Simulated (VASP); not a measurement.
# Ti8C5 (R-3m) in VASP: relaxation of shape and atoms at fixed volume with PBEsol

Aim: the relaxation of shape and atoms at fixed volume of Ti8C5 with PBEsol.

All numbers are computed with VASP 6.6.1; they aren't measurements. Logs are shortened: lines on timing, memory, paths and dates and some standing lists are left out, and cuts for length are marked.

## (1) The cell of the first run

Symmetry: R-3m, No. 166, trigonal system. Conventional cell: a = 5.956 Å, b = 5.956 Å, c = 14.401 Å, α = 90.00°, β = 90.00°, γ = 120.00°. Within 2.7 Å of Ti (site symmetry m) lie 4 C at 2.05 to 2.10 Å. Within 2.7 Å of Ti (site symmetry 3m) lie 3 C at 2.06 Å. Within 2.7 Å of C (site symmetry 2/m) lie 6 Ti at 2.05 to 2.06 Å. C (site symmetry -3m) has 6 Ti at 2.10 Å within 2.8 Å. Within 2.8 Å of C (site symmetry -3m) lie 6 Ti at 2.09 Å.

## (2) Relaxation of shape and atoms at fixed volume, PBEsol (11.34 Å³/atom)

INCAR

```
SYSTEM = Ti8C5
  PREC = Accurate
  ENCUT = 600
  EDIFF = 1E-6
  ISMEAR = 0
  SIGMA = 0.1
  LREAL = .False.
  LASPH = .True.
  NELM = 60
  ALGO = Normal
  ISIF = 4
  LWAVE = .False.
  LCHARG = .False.
  GGA = PS
  IBRION = 2
  NSW = 50
  EDIFFG = -0.01
```

KPOINTS

```
Automatic mesh
0
Gamma
  6 6 6
  0 0 0
```

POSCAR

```
Ti8C5
1.0
    2.9780947445      1.7194038024      4.8003057507
   -2.9780947445      1.7194038024      4.8003057507
    0.0000000000     -3.4388076049      4.8003057507
Ti C
8 5
Direct
    0.2496626569      0.7612600902      0.2496626569
    0.2496626569      0.2496626569      0.7612600902
    0.7612600902      0.2496626569      0.2496626569
    0.2387399098      0.7503373431      0.7503373431
    0.7503373431      0.2387399098      0.7503373431
    0.7503373431      0.7503373431      0.2387399098
    0.2457057818      0.2457057818      0.2457057818
    0.7542942182      0.7542942182      0.7542942182
    0.0000000000      0.0000000000      0.5000000000
    0.5000000000      0.0000000000      0.0000000000
    0.0000000000      0.5000000000      0.0000000000
    0.5000000000      0.5000000000      0.5000000000
    0.0000000000      0.0000000000      0.0000000000
```

Potentials or basis: VASP PAW PBE potentials, release 64 (Ti_sv, C).

On the command line:

```
cat potpaw_PBE.64/Ti_sv/POTCAR potpaw_PBE.64/C/POTCAR > POTCAR
mpirun -np 1 vasp_std > vasp.out
```

OUTCAR:

```text
SYSTEM = Ti8C5
   PREC = Accurate
   ENCUT = 600
   EDIFF = 1E-6
   ISMEAR = 0
   LREAL = .False.
   LASPH = .True.
   NELM = 60
   ISIF = 4
   GGA = PS
   IBRION = 2
   NSW = 50
   EDIFFG = -0.01

 ion  position               nearest neighbor table
   1  0.250  0.761  0.250-   9 2.05  10 2.05  13 2.09  12 2.10   7 2.84   6 2.89   4 2.89   3 2.91
                             2 2.91
   2  0.250  0.250  0.761-  10 2.05  11 2.05  13 2.09  12 2.10   7 2.84   4 2.89   5 2.89   3 2.91
                             1 2.91
   3  0.761  0.250  0.250-   9 2.05  11 2.05  13 2.09  12 2.10   7 2.84   6 2.89   5 2.89   1 2.91
                             2 2.91
   4  0.239  0.750  0.750-   9 2.05  11 2.05  13 2.09  12 2.10   8 2.84   2 2.89   1 2.89   5 2.91
                             6 2.91
   5  0.750  0.239  0.750-   9 2.05  10 2.05  13 2.09  12 2.10   8 2.84   2 2.89   3 2.89   4 2.91
                             6 2.91
   6  0.750  0.750  0.239-  10 2.05  11 2.05  13 2.09  12 2.10   8 2.84   3 2.89   1 2.89   5 2.91
                             4 2.91
   7  0.246  0.246  0.246-  10 2.06  11 2.06   9 2.06   3 2.84   1 2.84   2 2.84
   8  0.754  0.754  0.754-  10 2.06  11 2.06   9 2.06   5 2.84   4 2.84   6 2.84
   9  0.000  0.000  0.500-   1 2.05   3 2.05   4 2.05   5 2.05   7 2.06   8 2.06
  10  0.500  0.000  0.000-   2 2.05   6 2.05   5 2.05   1 2.05   7 2.06   8 2.06
  11  0.000  0.500  0.000-   2 2.05   6 2.05   4 2.05   3 2.05   7 2.06   8 2.06
  12  0.500  0.500  0.500-   1 2.10   3 2.10   4 2.10   5 2.10   2 2.10   6 2.10
  13  0.000  0.000  0.000-   1 2.09   3 2.09   4 2.09   5 2.09   2 2.09   6 2.09

  LATTYP: Found a trigonal (rhomboedric) cell.
 ALAT       =     5.9049414089
 COS(alpha) =     0.4912834923

  Lattice vectors:

 A1 = (   2.9780947445,   1.7194038024,   4.8003057507)
 A2 = (  -2.9780947445,   1.7194038024,   4.8003057507)
 A3 = (   0.0000000000,  -3.4388076049,   4.8003057507)

Analysis of symmetry for initial positions (statically):
=====================================================================
 Subroutine PRICEL returns:
 Original cell was already a primitive cell.

 Routine SETGRP: Setting up the symmetry group for a
 trigonal (rhombohedral) supercell.

 Subroutine GETGRP returns: Found 12 space group operations
 (whereof 12 operations were pure point group operations)
 out of a pool of 12 trial point group operations.

The static configuration has the point symmetry D_3d.

Analysis of symmetry for dynamics (positions and initial velocities):
=====================================================================
 Subroutine PRICEL returns:
 Original cell was already a primitive cell.

 Routine SETGRP: Setting up the symmetry group for a
 trigonal (rhombohedral) supercell.

 Subroutine GETGRP returns: Found 12 space group operations
 (whereof 12 operations were pure point group operations)
 out of a pool of 12 trial point group operations.

The dynamic configuration has the point symmetry D_3d.

 Subroutine INISYM returns: Found 12 space group operations
 (whereof 12 operations are pure point group operations),
 and found     1 'primitive' translations

----------------------------------------------------------------------------------------

                                     Primitive cell

  volume of cell :     147.4812

  direct lattice vectors                    reciprocal lattice vectors
     2.978094744  1.719403802  4.800305751     0.167892577  0.096932824  0.069440021
    -2.978094744  1.719403802  4.800305751    -0.167892577  0.096932824  0.069440021
     0.000000000 -3.438807605  4.800305751     0.000000000 -0.193865649  0.069440021

  length of vectors
     5.904941409  5.904941409  5.904941409     0.205926701  0.205926701  0.205926701

  position of ions in fractional coordinates (direct lattice)
     0.249662657  0.761260090  0.249662657
     0.249662657  0.249662657  0.761260090
     0.761260090  0.249662657  0.249662657
     0.238739910  0.750337343  0.750337343
     0.750337343  0.238739910  0.750337343
     0.750337343  0.750337343  0.238739910
     0.245705782  0.245705782  0.245705782
     0.754294218  0.754294218  0.754294218
     0.000000000  0.000000000  0.500000000
     0.500000000  0.000000000  0.000000000
     0.000000000  0.500000000  0.000000000
     0.500000000  0.500000000  0.500000000
     0.000000000  0.000000000  0.000000000

  ion indices of the primitive-cell ions
   primitive index   ion index
                 1           1
                 2           2
                 3           3
                 4           4
                 5           5
                 6           6
                 7           7
                 8           8
                 9           9
                10          10
                11          11
                12          12
                13          13

----------------------------------------------------------------------------------------

 KPOINTS: Automatic mesh

Automatic generation of k-mesh.
 Grid dimensions read from file:
 generate k-points for:    6    6    6

 Generating k-lattice:

  Cartesian coordinates                     Fractional coordinates (reciprocal lattice)
     0.027982096  0.016155471  0.011573337     0.166666667  0.000000000 -0.000000000
    -0.027982096  0.016155471  0.011573337     0.000000000  0.166666667 -0.000000000
     0.000000000 -0.032310941  0.011573337     0.000000000  0.000000000  0.166666667

  Length of vectors
     0.034321117  0.034321117  0.034321117

  Shift w.r.t. Gamma in fractional coordinates (k-lattice)
     0.000000000  0.000000000  0.000000000

 Subroutine IBZKPT returns following result:
 ===========================================

 Found     32 irreducible k-points:

 Following reciprocal coordinates:
            Coordinates               Weight
  0.000000  0.000000  0.000000      1.000000
  0.166667  0.000000 -0.000000      6.000000
  0.333333  0.000000  0.000000      6.000000
  0.500000  0.000000 -0.000000      3.000000
  0.166667  0.166667  0.000000      6.000000
  0.333333  0.166667 -0.000000     12.000000
[... 16 lines left out ...]
  0.500000  0.500000  0.166667      6.000000
 -0.333333  0.500000  0.166667     12.000000
 [... further k-points ...]
   k-points           NKPTS =     32   k-points in BZ     NKDIM =     32   number of bands    NBANDS=     69
   number of dos      NEDOS =    301   number of ions     NIONS =     13
   total plane-waves  NPLWV = 110592
   dimension x,y,z NGX =    48 NGY =   48 NGZ =   48
   dimension x,y,z NGXF=    96 NGYF=   96 NGZF=   96
   ions per type =               8   5
   NGX,Y,Z   is equivalent  to a cutoff of  13.51, 13.51, 13.51 a.u.
   NGXF,Y,Z  is equivalent  to a cutoff of  27.03, 27.03, 27.03 a.u.
 SYSTEM =  Ti8C5
   PREC   = accura    normal or accurate (medium, high low for compatibility)
   ISTART =      0    job   : 0-new  1-cont  2-samecut
   ICHARG =      2    charge: 1-file 2-atom 10-const
   ISPIN  =      1    spin polarized calculation?
   LNONCOLLINEAR =      F non collinear calculations
   LSORBIT =      F    spin-orbit coupling
   LASPH  =      T    aspherical Exc in radial PAW
   ENCUT  =  600.0 eV  44.10 Ry    6.64 a.u.  11.79 11.79 11.79*2*pi/ulx,y,z
   NELM   =     60;   NELMIN=  2; NELMDL= -5     # of ELM steps
   EDIFF  = 0.1E-05   stopping-criterion for ELM
   LREAL  =      F    real-space projection
   EDIFFG = -.1E-01   stopping-criterion for IOM
   NSW    =     50    number of steps for IOM
   IBRION =      2    ionic relax: 0-MD 1-quasi-New 2-CG
   NFREE  =      1    steps in history (QN), initial steepest desc. (CG)
   ISIF   =      4    stress and relaxation
   ISYM   =      2    0-nonsym 1-usesym 2-fastsym
   POTIM  = 0.5000    time-step for ionic-motion
   TEBEG  =    0.0;   TEEND  =   0.0 temperature during run
   PSTRESS=    0.0 pullay stress
   NELECT =     116.0000    total number of electrons
   NUPDOWN=      -1.0000    fix difference up-down
   EMIN   =  10.00;   EMAX   =-10.00  energy-range for DOS
   EFERMI =   0.00;   METHOD = LEGACY
   ISMEAR =     0;   SIGMA  =   0.10  broadening in eV -4-tet -1-fermi 0-gaus
   EFERMI_NEDOS =   21; number of points for ismear=-14 and -15
   IALGO  =     38    algorithm
   IMIX   =      4    mixing-type and parameters
     AMIX     =   0.40;   BMIX     =  1.00
     AMIX_MAG =   1.60;   BMIX_MAG =  1.00
  volume/ion in A,a.u.               =      11.34        76.56
  Fermi-wavevector in a.u.,A,eV,Ry     =   1.511177  2.855710 31.071022  2.283656
  Thomas-Fermi vector in A             =   2.621269
   LORBIT       =      0    0 simple, 1 ext, 2 COOP (PROOUT), +10 PAW based schemes
   GGA     = PS    functional components
   LHFCALC =     F    Hartree Fock is set to
   AEXX    =    0.0000 exact exchange contribution
   IVDW    =     0    specifies the selected vdW correction
   LEPSILON=     F    determine dielectric tensor
   LRPA    =     F    only Hartree local field effects (RPA)
 conjugate gradient relaxation of ions
 non-spin polarized calculation
 Gauss-broadening in eV      SIGMA  =   0.10
  energy-cutoff  :      600.00
  volume of cell :      147.48
 maximum number of plane-waves:      4945
   NGX = 23   NGY = 23   NGZ = 23

--------------------------------------- Ionic step        1  -------------------------------------------

 number of electron     115.9999984 magnetization

 Free energy of the ion-electron system (eV)
  ---------------------------------------------------
  ext. energy  EPLUGINS =         0.00000000
  ---------------------------------------------------
  free energy    TOTEN  =      -124.97181061 eV

  energy without entropy =     -124.95636352  energy(sigma->0) =     -124.96408707

------------------------ aborting loop because EDIFF is reached ----------------------------------------

  FORCE on cell =-STRESS in cart. coord.  units (eV):
  Direction    XX          YY          ZZ          XY          YZ          ZX
  --------------------------------------------------------------------------------------
  -------------------------------------------------------------------------------------
  Total       12.8696959     12.8696959     12.6903737      0.0000000     -0.0000000      0.0000000
  in kB      139.8113165    139.8113165    137.8632299      0.0000000     -0.0000000      0.0000000
  external PRESSURE =     139.1619543 kB  Pullay stress =       0.0000000 kB
[... 126 lines left out ...]
  energy  without entropy=     -124.9743800112  energy(sigma->0) =     -124.98212590

--------------------------------------- Ionic step        4  -------------------------------------------

 number of electron     115.9999992 magnetization

 Free energy of the ion-electron system (eV)
  ---------------------------------------------------
  ext. energy  EPLUGINS =         0.00000000
  ---------------------------------------------------
  free energy    TOTEN  =      -124.99032160 eV

  energy without entropy =     -124.97496862  energy(sigma->0) =     -124.98264511

 E-fermi :   9.2293     XC(G=0): -12.5828

 val. band max:        9.1751236572   @ k =  -0.1667   0.3333   0.1667
 cond. band min:       9.2483286021   @ k =   0.3333   0.3333  -0.0000
 fundamental gap:      0.0732049449
 Fermi energy:         9.2293093528

 k-point     1 :       0.0000    0.0000    0.0000
  band No.  band energies     occupation
      1     -46.9743      2.00000
      2     -46.9453      2.00000
      3     -46.7998      2.00000
      4     -46.7543      2.00000
      5     -46.7543      2.00000
      6     -46.7483      2.00000
[... 1717 lines left out ...]
     68      11.4378      0.00000
     69      12.0002      0.00000

 [... further k-points ...]

------------------------ aborting loop because EDIFF is reached ----------------------------------------

  FORCE on cell =-STRESS in cart. coord.  units (eV):
  Direction    XX          YY          ZZ          XY          YZ          ZX
  --------------------------------------------------------------------------------------
  -------------------------------------------------------------------------------------
  Total       11.7067633     11.7067633     11.6705399     -0.0000000     -0.0000000      0.0000000
  in kB      127.1776739    127.1776739    126.7841573     -0.0000000     -0.0000000      0.0000000
  external PRESSURE =     127.0465017 kB  Pullay stress =       0.0000000 kB
[... 28 lines left out ...]
  FREE ENERGIE OF THE ION-ELECTRON SYSTEM (eV)
  ---------------------------------------------------
  free  energy   TOTEN  =      -124.9903216018 eV

  energy  without entropy=     -124.9749686205  energy(sigma->0) =     -124.98264511

 reached required accuracy - stopping structural energy minimisation
```

Run time: 28 min. Hardware: 1 thread of Intel Xeon 8259CL, shared host; peak memory 0.52 GiB.

What came out:

```yaml
Free_energy: -124.9903 eV
Energy_gained_by_relaxing: 1.4 meV/atom
Ionic_steps: 4
Pressure_after_relaxing: 12.7 GPa
Largest_force_after_relaxing: 0.010 eV/Å
Band_gap_on_the_k_mesh: zero (bands 58 and 59 overlap by 0.07 eV)
```

Forces in eV/Å, atoms in the order of the input:
```
Ti  -0.008  0.005 -0.003
Ti   0.000 -0.009 -0.003
Ti   0.008  0.005 -0.003
Ti  -0.008 -0.005  0.003
Ti   0.008 -0.005  0.003
Ti   0.000  0.009  0.003
Ti   0.000  0.000  0.009
Ti   0.000  0.000 -0.009
C    0.000  0.000  0.000
C    0.000  0.000  0.000
C    0.000  0.000  0.000
C    0.000  0.000  0.000
C    0.000  0.000  0.000
```

Step by step:
```csv
step,energy change (eV),largest force (eV/Å),pressure (GPa),volume (Å³)
1,0.0000,0.4181,13.92,147.48
2,-0.0155,0.1526,12.31,147.48
3,-0.0181,0.0024,12.73,147.48
4,-0.0185,0.0100,12.70,147.48
```

Final structure:
```yaml
crystal:
  lattice:
    - [2.98071, 1.72091, 4.79188]
    - [-2.98071, 1.72091, 4.79188]
    - [0.00000, -3.44183, 4.79188]
  atoms:
    - { symbol: Ti, position: [0.24967, 0.75922, 0.24967] }
    - { symbol: Ti, position: [0.24967, 0.24967, 0.75922] }
    - { symbol: Ti, position: [0.75922, 0.24967, 0.24967] }
    - { symbol: Ti, position: [0.24078, 0.75033, 0.75033] }
    - { symbol: Ti, position: [0.75033, 0.24078, 0.75033] }
    - { symbol: Ti, position: [0.75033, 0.75033, 0.24078] }
    - { symbol: Ti, position: [0.24674, 0.24674, 0.24674] }
    - { symbol: Ti, position: [0.75326, 0.75326, 0.75326] }
    - { symbol: C, position: [0.00000, 0.00000, 0.50000] }
    - { symbol: C, position: [0.50000, 0.00000, 0.00000] }
    - { symbol: C, position: [0.00000, 0.50000, 0.00000] }
    - { symbol: C, position: [0.50000, 0.50000, 0.50000] }
    - { symbol: C, position: [0.00000, 0.00000, 0.00000] }
```

Caveat: the PAW data sets were made with another functional, which shifts forces and pressure a little.

The gap in the log of VASP goes by the Fermi energy; the results here count the filled bands.